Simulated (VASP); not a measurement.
Set up this calculation in VASP 6.6.1, as the native input.

* Task: single point
* Functional: PBE
* Potentials or basis: VASP PAW PBE potentials, release 64 (Si, C)
* Cutoff: 520 eV
* k mesh: 16 × 16 × 16
* Occupations: fermi-dirac, width 0.05 eV
* Spin: no spin polarisation
* Dipole correction: no
* Further INCAR settings: ALGO = Normal; EDIFF = 1e-06; NBANDS = 11

The structure of SiC lies in POSCAR:

```
SiC
1.0
    0.0000000000      2.2096456797      2.2096456797
    2.2096456797      0.0000000000      2.2096456797
    2.2096456797      2.2096456797      0.0000000000
Si C
1 1
Direct
    0.0000000000      0.0000000000      0.0000000000
    0.7500000000      0.7500000000      0.7500000000
```

This cell differs from its parent crystal: volume scaled by 1.05.

One way to write it, as run:

INCAR

```
SYSTEM = SiC
PREC = Accurate
ENCUT = 520
EDIFF = 1E-6
ISMEAR = -1
SIGMA = 0.05
LREAL = .FALSE.
LASPH = .TRUE.
NELM = 60
ALGO = Normal
ISIF = 2
LWAVE = .FALSE.
LCHARG = .FALSE.
GGA = PE
NBANDS = 11
```

KPOINTS

```
Automatic mesh
0
G
  16 16 16
  0 0 0
```

Potentials or basis: VASP PAW PBE potentials, release 64 (Si, C).

Run with:

```console
$ cat potpaw_PBE.64/Si/POTCAR potpaw_PBE.64/C/POTCAR > POTCAR
$ mpirun -np 1 vasp_std > vasp.out
```

Results of the run:

* Pressure: -5.5 GPa
* Band gap on the k mesh: 1.39 eV, indirect (least direct gap 4.50 eV)

It took 9.9 s on 1 thread of Intel(R) Xeon(R) Platinum 8559C (Emerald Rapids) (shared host), peak memory 0.15 GiB.
